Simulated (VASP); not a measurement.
# PbS (zincblende type) (F-43m) in VASP: single point with PBEsol

Aim: the single point of PbS (zincblende type) with PBEsol.

Program: VASP 6.6.1. These are calculated values, not measurements. Logs are shortened: lines on timing, memory, paths and dates and some standing lists are left out, and cuts for length are marked.

## (1) The cell of the first run

Symmetry: F-43m, No. 216, cubic system. The conventional cell has a = 5.639 Å, b = 5.639 Å, c = 5.639 Å, α = 90.00°, β = 90.00°, γ = 90.00°. Pb (site symmetry -43m) has 4 S at 2.44 Å within 3.2 Å. S (site symmetry -43m) has 4 Pb at 2.44 Å within 3.2 Å.

## (2) Single point, PBEsol (22.41 Å³/atom)

The input, POSCAR:

```
PbS
1.0
    0.0000000000      2.8192670396      2.8192670396
    2.8192670396      0.0000000000      2.8192670396
    2.8192670396      2.8192670396      0.0000000000
Pb S
1 1
Direct
    0.0000000000      0.0000000000      0.0000000000
    0.2500000000      0.2500000000      0.2500000000
```

The input, INCAR.step1:

```
SYSTEM = PbS
ALGO = Normal
EDIFF = 1E-6
ENCUT = 520
GGA = PS
ISIF = 2
ISMEAR = -1
LASPH = .TRUE.
LCHARG = .TRUE.
LREAL = .FALSE.
LWAVE = .FALSE.
NBANDS = 17
NELM = 100
PREC = Accurate
SIGMA = 0.05
```

The input, KPOINTS.step1:

```
k-points
0
G
  12 12 12
  0 0 0
```

The input, INCAR.step2:

```
SYSTEM = PbS
ALGO = Normal
EDIFF = 1E-6
ENCUT = 520
GGA = PS
ICHARG = 11
ISIF = 2
ISMEAR = -5
LASPH = .TRUE.
LCHARG = .FALSE.
LORBIT = 11
LREAL = .FALSE.
LWAVE = .FALSE.
NEDOS = 1001
NELM = 100
PREC = Accurate
SIGMA = 0.05
```

The input, KPOINTS.step2:

```
k-points
0
G
  18 18 18
  0 0 0
```

Potentials or basis: VASP PAW PBE potentials, release 64 (Pb_d, S).

The run is started by

```console
$ cat potpaw_PBE.64/Pb_d/POTCAR potpaw_PBE.64/S/POTCAR > POTCAR
$ cp INCAR.step1 INCAR
$ cp KPOINTS.step1 KPOINTS
$ mpirun -np 1 vasp_std > vasp.out
$ cp INCAR.step2 INCAR
$ cp KPOINTS.step2 KPOINTS
$ mpirun -np 1 vasp_std > vasp.out
```

OUTCAR:

```text
SYSTEM = PbS
   EDIFF = 1E-6
   ENCUT = 520
   GGA = PS
   ICHARG = 11
   ISIF = 2
   ISMEAR = -5
   LASPH = .TRUE.
   LORBIT = 11
   LREAL = .FALSE.
   NELM = 100
   PREC = Accurate

 ion  position               nearest neighbor table
   1  0.000  0.000  0.000-   2 2.44   2 2.44   2 2.44   2 2.44
   2  0.250  0.250  0.250-   1 2.44   1 2.44   1 2.44   1 2.44

  LATTYP: Found a face centered cubic cell.
 ALAT       =     5.6385340792

  Lattice vectors:

 A1 = (   0.0000000000,   2.8192670396,   2.8192670396)
 A2 = (   2.8192670396,   0.0000000000,   2.8192670396)
 A3 = (   2.8192670396,   2.8192670396,   0.0000000000)

Analysis of symmetry for initial positions (statically):
=====================================================================
 Subroutine PRICEL returns:
 Original cell was already a primitive cell.

 Routine SETGRP: Setting up the symmetry group for a
 face centered cubic supercell.

 Subroutine GETGRP returns: Found 24 space group operations
 (whereof 24 operations were pure point group operations)
 out of a pool of 48 trial point group operations.

The static configuration has the point symmetry T_d .

Analysis of symmetry for dynamics (positions and initial velocities):
=====================================================================
 Subroutine PRICEL returns:
 Original cell was already a primitive cell.

 Routine SETGRP: Setting up the symmetry group for a
 face centered cubic supercell.

 Subroutine GETGRP returns: Found 24 space group operations
 (whereof 24 operations were pure point group operations)
 out of a pool of 48 trial point group operations.

The dynamic configuration has the point symmetry T_d .

 Subroutine INISYM returns: Found 24 space group operations
 (whereof 24 operations are pure point group operations),
 and found     1 'primitive' translations

----------------------------------------------------------------------------------------

                                     Primitive cell

  volume of cell :      44.8166

  direct lattice vectors                    reciprocal lattice vectors
     0.000000000  2.819267040  2.819267040    -0.177351061  0.177351061  0.177351061
     2.819267040  0.000000000  2.819267040     0.177351061 -0.177351061  0.177351061
     2.819267040  2.819267040  0.000000000     0.177351061  0.177351061 -0.177351061

  length of vectors
     3.987045683  3.987045683  3.987045683     0.307181048  0.307181048  0.307181048

  position of ions in fractional coordinates (direct lattice)
     0.000000000  0.000000000  0.000000000
     0.250000000  0.250000000  0.250000000

  ion indices of the primitive-cell ions
   primitive index   ion index
                 1           1
                 2           2

----------------------------------------------------------------------------------------

 KPOINTS: k-points

Automatic generation of k-mesh.
 Grid dimensions read from file:
 generate k-points for:   18   18   18

 Generating k-lattice:

  Cartesian coordinates                     Fractional coordinates (reciprocal lattice)
    -0.009852837  0.009852837  0.009852837     0.055555556  0.000000000  0.000000000
     0.009852837 -0.009852837  0.009852837     0.000000000  0.055555556  0.000000000
     0.009852837  0.009852837 -0.009852837     0.000000000  0.000000000  0.055555556

  Length of vectors
     0.017065614  0.017065614  0.017065614

  Shift w.r.t. Gamma in fractional coordinates (k-lattice)
     0.000000000  0.000000000  0.000000000

 TETIRR: Found    806 inequivalent tetrahedra from    34992

 Subroutine IBZKPT returns following result:
 ===========================================

 Found    195 irreducible k-points:

 Following reciprocal coordinates:
            Coordinates               Weight
  0.000000  0.000000  0.000000      1.000000
  0.055556  0.000000  0.000000      8.000000
  0.111111  0.000000  0.000000      8.000000
  0.166667  0.000000  0.000000      8.000000
  0.222222  0.000000  0.000000      8.000000
  0.277778  0.000000  0.000000      8.000000
[... 16 lines left out ...]
 -0.277778  0.055556  0.000000     24.000000
 -0.222222  0.055556  0.000000     24.000000
 [... further k-points ...]
   k-points           NKPTS =    195   k-points in BZ     NKDIM =    195   number of bands    NBANDS=     14
   number of dos      NEDOS =   1001   number of ions     NIONS =      2
   total plane-waves  NPLWV =  27000
   dimension x,y,z NGX =    30 NGY =   30 NGZ =   30
   dimension x,y,z NGXF=    60 NGYF=   60 NGZF=   60
   ions per type =               1   1
   NGX,Y,Z   is equivalent  to a cutoff of  12.51, 12.51, 12.51 a.u.
   NGXF,Y,Z  is equivalent  to a cutoff of  25.02, 25.02, 25.02 a.u.
 SYSTEM =  PbS
   PREC   = accura    normal or accurate (medium, high low for compatibility)
   ISTART =      0    job   : 0-new  1-cont  2-samecut
   ICHARG =     11    charge: 1-file 2-atom 10-const
   ISPIN  =      1    spin polarized calculation?
   LNONCOLLINEAR =      F non collinear calculations
   LSORBIT =      F    spin-orbit coupling
   LASPH  =      T    aspherical Exc in radial PAW
   ENCUT  =  520.0 eV  38.22 Ry    6.18 a.u.   7.41  7.41  7.41*2*pi/ulx,y,z
   NELM   =    100;   NELMIN=  2; NELMDL=  0     # of ELM steps
   EDIFF  = 0.1E-05   stopping-criterion for ELM
   LREAL  =      F    real-space projection
   EDIFFG = 0.1E-04   stopping-criterion for IOM
   NSW    =      0    number of steps for IOM
   IBRION =     -1    ionic relax: 0-MD 1-quasi-New 2-CG
   NFREE  =      0    steps in history (QN), initial steepest desc. (CG)
   ISIF   =      2    stress and relaxation
   ISYM   =      2    0-nonsym 1-usesym 2-fastsym
   POTIM  = 0.5000    time-step for ionic-motion
   TEBEG  =    0.0;   TEEND  =   0.0 temperature during run
   PSTRESS=    0.0 pullay stress
   NELECT =      20.0000    total number of electrons
   NUPDOWN=      -1.0000    fix difference up-down
   EMIN   =  10.00;   EMAX   =-10.00  energy-range for DOS
   EFERMI =   0.00;   METHOD = LEGACY
   ISMEAR =    -5;   SIGMA  =   0.05  broadening in eV -4-tet -1-fermi 0-gaus
   EFERMI_NEDOS =   21; number of points for ismear=-14 and -15
   IALGO  =     38    algorithm
   IMIX   =      4    mixing-type and parameters
     AMIX     =   0.40;   BMIX     =  1.00
     AMIX_MAG =   1.60;   BMIX_MAG =  1.00
  volume/ion in A,a.u.               =      22.41       151.22
  Fermi-wavevector in a.u.,A,eV,Ry     =   1.251042  2.364127 21.294567  1.565107
  Thomas-Fermi vector in A             =   2.385008
   LORBIT       =     11    0 simple, 1 ext, 2 COOP (PROOUT), +10 PAW based schemes
   GGA     = PS    functional components
   LHFCALC =     F    Hartree Fock is set to
   AEXX    =    0.0000 exact exchange contribution
   IVDW    =     0    specifies the selected vdW correction
   LEPSILON=     F    determine dielectric tensor
   LRPA    =     F    only Hartree local field effects (RPA)
 non-spin polarized calculation
 Fermi weights with tetrahedron method with Bloechl corrections
  energy-cutoff  :      520.00
  volume of cell :       44.82
 maximum number of plane-waves:      1243
 NGX is ok and might be reduce to    30

 number of electron      20.0000004 magnetization

 Free energy of the ion-electron system (eV)
  ---------------------------------------------------
  ext. energy  EPLUGINS =         0.00000000
  ---------------------------------------------------
  free energy    TOTEN  =        -6.69255422 eV

  energy without entropy =       -6.69255422  energy(sigma->0) =       -6.69255422

 E-fermi :   8.2178     XC(G=0): -10.3943

 val. band max:        8.1798433523   @ k =   0.4444   0.3333   0.0000
 cond. band min:       8.2440044078   @ k =  -0.3889   0.5000   0.1111
 fundamental gap:      0.0641610556
 Fermi energy:         8.2178270970

 k-point     1 :       0.0000    0.0000    0.0000
  band No.  band energies     occupation
      1      -9.4729      2.00000
      2      -9.4729      2.00000
      3      -9.4729      2.00000
      4      -9.1888      2.00000
      5      -9.1888      2.00000
      6      -8.4657      2.00000
      7       3.6211      2.00000
      8       4.9274      2.00000
      9       4.9274      2.00000
     10       4.9274      2.00000
     11      10.0653      0.00000
     12      10.0653      0.00000
     13      10.0653      0.00000
     14      13.9032      0.00000

 k-point     2 :       0.0556    0.0000    0.0000
  band No.  band energies     occupation
      1      -9.4956      2.00000
      2      -9.4701      2.00000
      3      -9.4701      2.00000
      4      -9.1889      2.00000
      5      -9.1889      2.00000
      6      -8.4082      2.00000
      7       3.2794      2.00000
      8       4.8871      2.00000
      9       4.8871      2.00000
     10       5.1634      2.00000
     11       9.9944      0.00000
     12      10.1244      0.00000
     13      10.1244      0.00000
     14      14.1724      0.00000

 k-point     3 :       0.1111    0.0000    0.0000
  band No.  band energies     occupation
      1      -9.5520      2.00000
      2      -9.4621      2.00000
      3      -9.4621      2.00000
      4      -9.1888      2.00000
      5      -9.1888      2.00000
      6      -8.2477      2.00000
      7       2.5839      2.00000
      8       4.7758      2.00000
      9       4.7758      2.00000
     10       5.5340      2.00000
     11       9.8999      0.00000
     12      10.2852      0.00000
     13      10.2852      0.00000
     14      14.8081      0.00000

 k-point     4 :       0.1667    0.0000    0.0000
  band No.  band energies     occupation
      1      -9.6218      2.00000
      2      -9.4504      2.00000
      3      -9.4504      2.00000
      4      -9.1881      2.00000
      5      -9.1881      2.00000
      6      -8.0066      2.00000
      7       1.7758      2.00000
      8       4.6163      2.00000
      9       4.6163      2.00000
     10       5.7912      2.00000
     11       9.9656      0.00000
     12      10.5039      0.00000
     13      10.5039      0.00000
     14      15.3364      0.00000

 k-point     5 :       0.2222    0.0000    0.0000
  band No.  band energies     occupation
      1      -9.6913      2.00000
      2      -9.4372      2.00000
      3      -9.4372      2.00000
      4      -9.1861      2.00000
      5      -9.1861      2.00000
      6      -7.7035      2.00000
      7       0.9326      2.00000
      8       4.4357      2.00000
      9       4.4357      2.00000
     10       5.8934      2.00000
     11      10.2661      0.00000
[... 276 lines left out ...]
 k-point    22 :      -0.3333    0.0556    0.0000
  band No.  band energies     occupation
      1      -9.8217      2.00000
      2      -9.4101      2.00000
      3      -9.4073      2.00000
      4      -9.1811      2.00000
      5      -9.1713      2.00000
      6      -6.8313      2.00000
      7      -0.9066      2.00000
      8       3.7020      2.00000
      9       4.1125      2.00000
     10       6.0677      2.00000
     11      10.9477      0.00000
     12      10.9838      0.00000
     13      11.5357      0.00000
     14      15.1355      0.00000

 k-point    23 :      -0.2778    0.0556    0.0000
  band No.  band energies     occupation
      1      -9.7765      2.00000
      2      -9.4205      2.00000
      3      -9.4154      2.00000
      4      -9.1872      2.00000
      5      -9.1757      2.00000
      6      -7.1995      2.00000
      7      -0.1823      2.00000
      8       3.8388      2.00000
      9       4.2823      2.00000
     10       6.1174      2.00000
     11      10.7147      0.00000
     12      10.8772      0.00000
     13      11.1545      0.00000
     14      15.2813      0.00000

 k-point    24 :      -0.2222    0.0556    0.0000
  band No.  band energies     occupation
      1      -9.7202      2.00000
      2      -9.4332      2.00000
      3      -9.4264      2.00000
      4      -9.1912      2.00000
      5      -9.1799      2.00000
      6      -7.5557      2.00000
      7       0.6138      2.00000
      8       4.0204      2.00000
      9       4.4666      2.00000
     10       6.1281      2.00000
     11      10.2451      0.00000
     12      10.7103      0.00000
     13      11.0095      0.00000
     14      15.1402      0.00000

 [... further k-points ...]

------------------------ aborting loop because EDIFF is reached ----------------------------------------

  FORCE on cell =-STRESS in cart. coord.  units (eV):
  Direction    XX          YY          ZZ          XY          YZ          ZX
  --------------------------------------------------------------------------------------
  -------------------------------------------------------------------------------------
  Total       11.3484566     11.3484566     11.3484566      0.0000000     -0.0000000     -0.0000000
  in kB      405.7034930    405.7034930    405.7034930      0.0000000     -0.0000000     -0.0000000
  external PRESSURE =     405.7034930 kB  Pullay stress =       0.0000000 kB

 VOLUME and BASIS-vectors are now :
 -----------------------------------------------------------------------------
  energy-cutoff  :      520.00
  volume of cell :       44.82
      direct lattice vectors                 reciprocal lattice vectors
     0.000000000  2.819267040  2.819267040    -0.177351061  0.177351061  0.177351061
     2.819267040  0.000000000  2.819267040     0.177351061 -0.177351061  0.177351061
     2.819267040  2.819267040  0.000000000     0.177351061  0.177351061 -0.177351061

 POSITION                                       TOTAL-FORCE (eV/Angst)
 -----------------------------------------------------------------------------------
      0.00000      0.00000      0.00000         0.000000      0.000000     -0.000000
      1.40963      1.40963      1.40963        -0.000000     -0.000000      0.000000
 -----------------------------------------------------------------------------------
    total drift:                               -0.000000     -0.000000     -0.000000

  FREE ENERGIE OF THE ION-ELECTRON SYSTEM (eV)
  ---------------------------------------------------
  free  energy   TOTEN  =        -6.6925542166 eV

  energy  without entropy=       -6.6925542166  energy(sigma->0) =       -6.69255422

 total charge

# of ion       s       p       d       tot
------------------------------------------
    1        1.453   0.899   9.895  12.248
    2        1.399   2.418   0.000   3.817
--------------------------------------------------
tot          2.852   3.317   9.895  16.065
```

Wall time 3.3 min (1 thread of Intel Xeon 8259CL, shared host); peak memory 0.26 GiB.

Results:

```yaml
Valence_electrons_inside_the_program's_atomic_spheres: Pb 12.25; S 3.82
```

Levels at points of the mesh, in eV from the Fermi level:
```tsv
k point	band 7	band 8	band 9	band 10	band 11	band 12	band 13	band 14
(0.00, 0.00, 0.00)	-4.60	-3.29	-3.29	-3.29	1.85	1.85	1.85	5.69
(0.50, 0.00, 0.00)	-10.15	-4.34	-4.34	-2.52	2.81	2.81	4.24	6.80
(0.50, 0.50, 0.00)	-10.60	-5.73	-5.73	-0.85	-0.71	5.99	7.09	7.09
```

Caveat: the PAW data sets were made with another functional, which shifts forces and pressure a little; spin-orbit coupling is left out, which moves the levels of the heavy elements; tetrahedron occupations give inexact forces and stress in metals.
